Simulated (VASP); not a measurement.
Crystal: TiO2.

```xyz
12
Lattice="6.2743 -1.9204 0.0000 6.2743 1.9204 0.0000 -1.9661 0.0000 6.4531" Properties=species:S:1:pos:R:3 pbc="T T T"
Ti   10.7252    0.0000    1.8688
Ti    1.8926    0.0000    1.8311
Ti   -0.1428    0.0000    4.5843
Ti    8.6898    0.0000    4.6220
O     3.9648    0.0000    1.8933
O     2.0235    0.0000    4.2106
O     8.9251    0.0000    6.4227
O     8.5589    0.0000    2.2425
O    10.5776    0.0000    4.0656
O     1.6573    0.0000    0.0304
O     6.6175    0.0000    4.5598
O     0.0048    0.0000    2.3875
```

Base run:

| Property | Result |
| --- | --- |
| Program | VASP 6.6.1 |
| Functional | revPBE |
| Dispersion | D4 |
| Potentials or basis | VASP PAW PBE potentials, release 64 (Ti_sv, O) |
| Cutoff | 520 eV |
| k mesh | 8 × 8 × 4 |
| Occupations | fermi-dirac, width 0.05 eV |
| Spin | no spin polarisation |

Its results: band gap on the k mesh 2.55 eV (least direct gap 2.70 eV); pressure -13.2 GPa; largest force 0.586 eV/Å.

The run is repeated on the same cell with these changes: functional from revPBE to r2SCAN; further incar settings from ALGO = Normal; EDIFF = 1e-07; NBANDS = 60 to ALGO = Normal; EDIFF = 1e-06; NBANDS = 60. What comes out?

Band gap on the k mesh 2.91 eV (least direct gap 3.08 eV); pressure -15.6 GPa; largest force 0.528 eV/Å.

Caveats: the cell stands under tension; the PAW data sets were made with another functional, which shifts forces and pressure a little.

A k mesh can miss the band edges.
